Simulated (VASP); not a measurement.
# TiW14 (a cell with a defect) in VASP: single point with PBE

Aim: the single point of TiW14 (a cell with a defect) with PBE.

Program: VASP 6.6.1. These are calculated values, not measurements. Logs are shortened: lines on timing, memory, paths and dates and some standing lists are left out, and cuts for length are marked.

## Step 1: The cell of the first run

The cell holds a defect, 15 atoms: a = 6.320 Å, b = 6.320 Å, c = 6.320 Å, α = 90.00°, β = 90.00°, γ = 90.00°.

## Step 2: Single point, PBE

The input, INCAR:

```
SYSTEM = TiW14
PREC     = Accurate       ! precision mode
ENCUT    = 520            ! plane-wave cutoff, eV
EDIFF    = 1E-6           ! SCF threshold, eV
ISMEAR   = 0              ! smearing method
SIGMA    = 0.05           ! smearing width, eV
LREAL    = Auto         
LASPH    = .True.         ! aspherical terms in the spheres
NELM     = 80             ! most SCF steps
ALGO     = Normal         ! electronic algorithm
ISIF     = 2              ! what is computed and relaxed
LWAVE    = .False.        ! write WAVECAR
LCHARG   = .False.        ! write CHGCAR
GGA      = PE             ! functional
NBANDS   = 117            ! bands
```

The input, KPOINTS:

```
regular mesh
0
Gamma
  3 3 3
  0 0 0
```

The input, POSCAR:

```
TiW14
1.0
    6.3200000000      0.0000000000      0.0000000000
    0.0000000000      6.3200000000      0.0000000000
    0.0000000000      0.0000000000      6.3200000000
Ti W
1 14
Direct
    0.1648221519     -0.1646378165      0.1650416139
    0.5079604430      0.0059481013     -0.0055428797
   -0.0057642405      0.4922237342     -0.0055433544
   -0.0057629747      0.0059481013      0.5081797468
    0.2548223101      0.2598140823      0.2550433544
    0.4962868671      0.5038971519     -0.0010719937
    0.4962873418      0.0014773734      0.4965077532
    0.7575053797      0.2426792722      0.2489514241
   -0.0012925633      0.5038971519      0.4965079114
    0.2487306962      0.2426787975      0.7577264241
    0.4983181962      0.5018666139      0.4985393987
    0.7403710443      0.7453625000      0.2550425633
    0.7497873418      0.2503965190      0.7500077532
    0.2548224684      0.7453621835      0.7405916139
    0.7575053797      0.7514537975      0.7577254747
```

Potentials or basis: VASP PAW PBE potentials, release 64 (Ti_sv, W_sv).

Started as:

```sh
cat potpaw_PBE.64/Ti_sv/POTCAR potpaw_PBE.64/W_sv/POTCAR > POTCAR
mpirun -np 1 vasp_std > vasp.out
```

OUTCAR:

```text
SYSTEM = TiW14
   PREC = Accurate
   ENCUT = 520
   EDIFF = 1E-6
   ISMEAR = 0
   LREAL = Auto
   LASPH = .True.
   NELM = 80
   ISIF = 2
   GGA = PE

 ion  position               nearest neighbor table
   1  0.165  0.835  0.165-   2 2.65   4 2.65   3 2.65  14 2.80  12 2.80   5 2.80   6 3.14   9 3.14
                             7 3.14
   2  0.508  0.006  0.994-   1 2.65  13 2.67  10 2.68   8 2.70  15 2.70  12 2.75  14 2.80   5 2.80
                             6 3.15   7 3.15   7 3.17   6 3.17
   3  0.994  0.492  0.994-   1 2.65  13 2.67  15 2.68   8 2.70  10 2.70   5 2.75  12 2.80  14 2.80
                             9 3.15   6 3.15   6 3.17   9 3.17
   4  0.994  0.006  0.508-   1 2.65  13 2.67   8 2.68  10 2.70  15 2.70  14 2.75   5 2.80  12 2.80
                             9 3.15   7 3.15   7 3.17   9 3.17
   5  0.255  0.260  0.255-  11 2.66   7 2.71   9 2.71   6 2.71   3 2.75   1 2.80   4 2.80   2 2.80
                             8 3.15  10 3.15   8 3.18  10 3.18
   6  0.496  0.504  0.999-  14 2.71   5 2.71  12 2.71  10 2.74  15 2.74  13 2.76   8 2.82   1 3.14
                             3 3.15   2 3.15  11 3.16  11 3.16   2 3.17   3 3.17
   7  0.496  0.001  0.497-   5 2.71  12 2.71  14 2.71   8 2.74  10 2.74  13 2.76  15 2.82   1 3.14
                             2 3.15   4 3.15  11 3.16  11 3.16   4 3.17   2 3.17
   8  0.758  0.243  0.249-   4 2.68   3 2.70   2 2.70   7 2.74   9 2.74  11 2.80   6 2.82  12 3.15
                             5 3.15  13 3.15  13 3.17   5 3.18  12 3.18
   9  0.999  0.504  0.497-  12 2.71   5 2.71  14 2.71  15 2.74   8 2.74  13 2.76  10 2.82   1 3.14
                             3 3.15   4 3.15  11 3.16  11 3.16   4 3.17   3 3.17
  10  0.249  0.243  0.758-   2 2.68   3 2.70   4 2.70   6 2.74   7 2.74  11 2.80   9 2.82  14 3.15
                             5 3.15  13 3.15  13 3.17   5 3.18  14 3.18
  11  0.498  0.502  0.499-  14 2.66   5 2.66  12 2.66  13 2.75  15 2.80  10 2.80   8 2.80   9 3.16
                             7 3.16   6 3.16   6 3.16   9 3.16   7 3.16
  12  0.740  0.745  0.255-  11 2.66   9 2.71   7 2.71   6 2.71   2 2.75   1 2.80   4 2.80   3 2.80
                             8 3.15  15 3.15  15 3.18   8 3.18
  13  0.750  0.250  0.750-   3 2.67   2 2.67   4 2.67  11 2.75   7 2.76   9 2.76   6 2.76  15 3.15
                            10 3.15   8 3.15   8 3.17  10 3.17  15 3.17
  14  0.255  0.745  0.741-  11 2.66   6 2.71   9 2.71   7 2.71   4 2.75   1 2.80   2 2.80   3 2.80
                            10 3.15  15 3.15  15 3.18  10 3.18
  15  0.758  0.751  0.758-   3 2.68   2 2.70   4 2.70   9 2.74   6 2.74  11 2.80   7 2.82  14 3.15
                            12 3.15  13 3.15  13 3.17  14 3.18  12 3.18

  LATTYP: Found a simple cubic cell.
 ALAT       =     6.3200000000

  Lattice vectors:

 A1 = (   6.3200000000,   0.0000000000,   0.0000000000)
 A2 = (   0.0000000000,   6.3200000000,   0.0000000000)
 A3 = (   0.0000000000,   0.0000000000,   6.3200000000)

Analysis of symmetry for initial positions (statically):
=====================================================================
 Subroutine PRICEL returns:
 Original cell was already a primitive cell.

 Routine SETGRP: Setting up the symmetry group for a
 simple cubic supercell.

 Subroutine GETGRP returns: Found  6 space group operations
 (whereof  1 operations were pure point group operations)
 out of a pool of 48 trial point group operations.

The static configuration has the point symmetry C_1 .
 The point group associated with its full space group is C_3v.

Analysis of symmetry for dynamics (positions and initial velocities):
=====================================================================
 Subroutine PRICEL returns:
 Original cell was already a primitive cell.

 Routine SETGRP: Setting up the symmetry group for a
 simple cubic supercell.

 Subroutine GETGRP returns: Found  6 space group operations
 (whereof  1 operations were pure point group operations)
 out of a pool of 48 trial point group operations.

The dynamic configuration has the point symmetry C_1 .
 The point group associated with its full space group is C_3v.

 Subroutine INISYM returns: Found  6 space group operations
 (whereof  1 operations are pure point group operations),
 and found     1 'primitive' translations

----------------------------------------------------------------------------------------

                                     Primitive cell

  volume of cell :     252.4360

[... 60 lines left out ...]

  Shift w.r.t. Gamma in fractional coordinates (k-lattice)
     0.000000000  0.000000000  0.000000000

 Subroutine IBZKPT returns following result:
 ===========================================

 Found      6 irreducible k-points:

 Following reciprocal coordinates:
            Coordinates               Weight
  0.000000  0.000000  0.000000      1.000000
  0.333333  0.000000  0.000000      6.000000
  0.333333  0.333333  0.000000      6.000000
  0.333333  0.000000  0.333333      6.000000
  0.333333  0.333333  0.333333      6.000000
  0.333333 -0.333333  0.333333      2.000000
   k-points           NKPTS =      6   k-points in BZ     NKDIM =      6   number of bands    NBANDS=    117
   number of dos      NEDOS =    301   number of ions     NIONS =     15
   total plane-waves  NPLWV = 110592
   dimension x,y,z NGX =    48 NGY =   48 NGZ =   48
   dimension x,y,z NGXF=    96 NGYF=   96 NGZF=   96
   ions per type =               1  14
   NGX,Y,Z   is equivalent  to a cutoff of  12.63, 12.63, 12.63 a.u.
   NGXF,Y,Z  is equivalent  to a cutoff of  25.25, 25.25, 25.25 a.u.
 SYSTEM =  TiW14
   PREC   = accura    normal or accurate (medium, high low for compatibility)
   ISTART =      0    job   : 0-new  1-cont  2-samecut
   ICHARG =      2    charge: 1-file 2-atom 10-const
   ISPIN  =      1    spin polarized calculation?
   LNONCOLLINEAR =      F non collinear calculations
   LSORBIT =      F    spin-orbit coupling
   LASPH  =      T    aspherical Exc in radial PAW
   ENCUT  =  520.0 eV  38.22 Ry    6.18 a.u.  11.75 11.75 11.75*2*pi/ulx,y,z
   NELM   =     80;   NELMIN=  2; NELMDL= -5     # of ELM steps
   EDIFF  = 0.1E-05   stopping-criterion for ELM
   LREAL  =      T    real-space projection
   EDIFFG = 0.1E-04   stopping-criterion for IOM
   NSW    =      0    number of steps for IOM
   IBRION =     -1    ionic relax: 0-MD 1-quasi-New 2-CG
   NFREE  =      0    steps in history (QN), initial steepest desc. (CG)
   ISIF   =      2    stress and relaxation
   ISYM   =      2    0-nonsym 1-usesym 2-fastsym
   POTIM  = 0.5000    time-step for ionic-motion
   TEBEG  =    0.0;   TEEND  =   0.0 temperature during run
   PSTRESS=    0.0 pullay stress
   NELECT =     208.0000    total number of electrons
   NUPDOWN=      -1.0000    fix difference up-down
   EMIN   =  10.00;   EMAX   =-10.00  energy-range for DOS
   EFERMI =   0.00;   METHOD = LEGACY
   ISMEAR =     0;   SIGMA  =   0.05  broadening in eV -4-tet -1-fermi 0-gaus
   EFERMI_NEDOS =   21; number of points for ismear=-14 and -15
   IALGO  =     38    algorithm
   IMIX   =      4    mixing-type and parameters
     AMIX     =   0.40;   BMIX     =  1.00
     AMIX_MAG =   1.60;   BMIX_MAG =  1.00
  volume/ion in A,a.u.               =      16.83       113.57
  Fermi-wavevector in a.u.,A,eV,Ry     =   1.534778  2.900310 32.049110  2.355543
  Thomas-Fermi vector in A             =   2.641658
   LORBIT       =      0    0 simple, 1 ext, 2 COOP (PROOUT), +10 PAW based schemes
   GGA     = PE    functional components
   LHFCALC =     F    Hartree Fock is set to
   AEXX    =    0.0000 exact exchange contribution
   IVDW    =     0    specifies the selected vdW correction
   LEPSILON=     F    determine dielectric tensor
   LRPA    =     F    only Hartree local field effects (RPA)
 non-spin polarized calculation
 Gauss-broadening in eV      SIGMA  =   0.05
  energy-cutoff  :      520.00
  volume of cell :      252.44
 maximum number of plane-waves:      6859
 NGX is ok and might be reduce to    48
   NGX = 23   NGY = 23   NGZ = 23

 number of electron     208.0000003 magnetization

 Free energy of the ion-electron system (eV)
  ---------------------------------------------------
  ext. energy  EPLUGINS =         0.00000000
  ---------------------------------------------------
  free energy    TOTEN  =      -185.47999132 eV

  energy without entropy =     -185.46533120  energy(sigma->0) =     -185.47266126

 E-fermi :  10.0794     XC(G=0): -13.1170

 val. band max:       10.0658970637   @ k =   0.3333   0.0000   0.0000
 cond. band min:      10.0864439636   @ k =   0.3333   0.0000   0.3333
 fundamental gap:      0.0205468999
 Fermi energy:        10.0794302069

 k-point     1 :       0.0000    0.0000    0.0000
  band No.  band energies     occupation
      1     -63.7550      2.00000
      2     -63.7101      2.00000
      3     -63.7101      2.00000
      4     -63.6688      2.00000
      5     -63.6688      2.00000
      6     -63.6561      2.00000
[... 703 lines left out ...]
    115      12.2868      0.00000
    116      12.3049      0.00000
 [bands above 116 left out]

------------------------ aborting loop because EDIFF is reached ----------------------------------------

  FORCE on cell =-STRESS in cart. coord.  units (eV):
  Direction    XX          YY          ZZ          XY          YZ          ZX
  --------------------------------------------------------------------------------------
  -------------------------------------------------------------------------------------
  Total        1.4122433      1.4122433      1.4122433      3.8181042      3.8181042     -3.8181042
  in kB        8.9633194      8.9633194      8.9633194     24.2329966     24.2329966    -24.2329966
  external PRESSURE =       8.9633194 kB  Pullay stress =       0.0000000 kB

 VOLUME and BASIS-vectors are now :
 -----------------------------------------------------------------------------
  energy-cutoff  :      520.00
  volume of cell :      252.44
      direct lattice vectors                 reciprocal lattice vectors
     6.320000000  0.000000000  0.000000000     0.158227848  0.000000000  0.000000000
     0.000000000  6.320000000  0.000000000     0.000000000  0.158227848  0.000000000
     0.000000000  0.000000000  6.320000000     0.000000000  0.000000000  0.158227848

 POSITION                                       TOTAL-FORCE (eV/Angst)
 -----------------------------------------------------------------------------------
      1.04168      5.27949      1.04306         0.513806     -0.513806      0.513806
      3.21031      0.03759      6.28497        -0.063282      0.034228     -0.034228
      6.28357      3.11085      6.28497        -0.034228      0.063282     -0.034228
      6.28358      0.03759      3.21170        -0.034228      0.034228     -0.063282
      1.61048      1.64203      1.61187        -0.054896      0.023010     -0.054896
      3.13653      3.18463      6.31322        -0.014110      0.014110     -0.049479
      3.13654      0.00934      3.13793        -0.014110      0.049479     -0.014110
      4.78743      1.53373      1.57337        -0.012072      0.012072     -0.055882
      6.31183      3.18463      3.13793        -0.049479      0.014110     -0.014110
      1.57198      1.53373      4.78883        -0.055882      0.012072     -0.012072
      3.14937      3.17180      3.15077        -0.041767      0.041767     -0.041767
      4.67914      4.71069      1.61187        -0.023010      0.054896     -0.054896
      4.73866      1.58251      4.74005        -0.049775      0.049775     -0.049775
      1.61048      4.71069      4.68054        -0.054896      0.054896     -0.023010
      4.78743      4.74919      4.78883        -0.012072      0.055882     -0.012072
 -----------------------------------------------------------------------------------
    total drift:                                0.039011     -0.053805     -0.057634

  FREE ENERGIE OF THE ION-ELECTRON SYSTEM (eV)
  ---------------------------------------------------
  free  energy   TOTEN  =      -185.4799913202 eV

  energy  without entropy=     -185.4653312008  energy(sigma->0) =     -185.47266126
```

It took 9.1 min on 1 thread of Intel Xeon Platinum 8259CL at 2.50GHz (Skylake/Cascade Lake), shared host; peak memory 0.39 GiB.

Results:

* Free energy: -185.4800 eV
* Pressure: 0.9 GPa
* Largest force: 0.890 eV/Å
* Band gap on the k mesh: zero (bands 104 and 105 overlap by 0.88 eV)

Forces in eV/Å, atoms in the order of the input:
```
Ti   0.514 -0.514  0.514
W   -0.063  0.034 -0.034
W   -0.034  0.063 -0.034
W   -0.034  0.034 -0.063
W   -0.055  0.023 -0.055
W   -0.014  0.014 -0.049
W   -0.014  0.049 -0.014
W   -0.012  0.012 -0.056
W   -0.049  0.014 -0.014
W   -0.056  0.012 -0.012
W   -0.042  0.042 -0.042
W   -0.023  0.055 -0.055
W   -0.050  0.050 -0.050
W   -0.055  0.055 -0.023
W   -0.012  0.056 -0.012
```

Caveat: spin-orbit coupling is left out, which moves the levels of the heavy elements.

The gap in the log of VASP goes by the Fermi energy; the results here count the filled bands.